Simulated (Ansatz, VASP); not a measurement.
# TaN: VASP beside Ansatz

```
CELL_PARAMETERS angstrom
3.22974 0.00000 0.00000
-1.61487 2.79703 0.00000
0.00000 0.00000 6.50986
ATOMIC_POSITIONS crystal
Ta 0.33333 0.66667 0.03049
Ta 0.66667 0.33333 0.53049
N 0.33333 0.66667 0.35451
N 0.66667 0.33333 0.85451
```

Alike in both runs: task single point; functional PBE; k mesh 18 × 18 × 8; occupations gaussian, width 0.15 eV; no spin polarisation.

|  | VASP | Ansatz |
| --- | --- | --- |
| version | VASP 6.6.1 | Ansatz 0.2.0 |
| potentials or method | VASP PAW PBE potentials, release 64 (Ta_pv, N), cutoff 520 eV | scalar-relativistic, plane waves, PAW |
| valence electrons in the cell | 32 | 36 |

|  | VASP | Ansatz | Ansatz less VASP |
| --- | --- | --- | --- |
| gap on the k mesh at the Fermi level (eV) | none | none | - |
| pressure (GPa) | -23.9 | -24.2 | -0.31 |
| traceless stress, the component that is largest in VASP (GPa) | -12.39 | -12.55 | -0.153 |
| rms of the force components (eV/Å) | 0.258 | 0.258 | +0.0006 |

Atom by atom the forces differ by 0.001 eV/Å (rms over components). A gap of «none» marks a metal or a gap that the smearing closes. VASP's potentials hold 32 valence electrons a cell and Ansatz's 36, so a difference there can come from the potentials and not from the codes.

Neither program's run includes spin-orbit coupling.
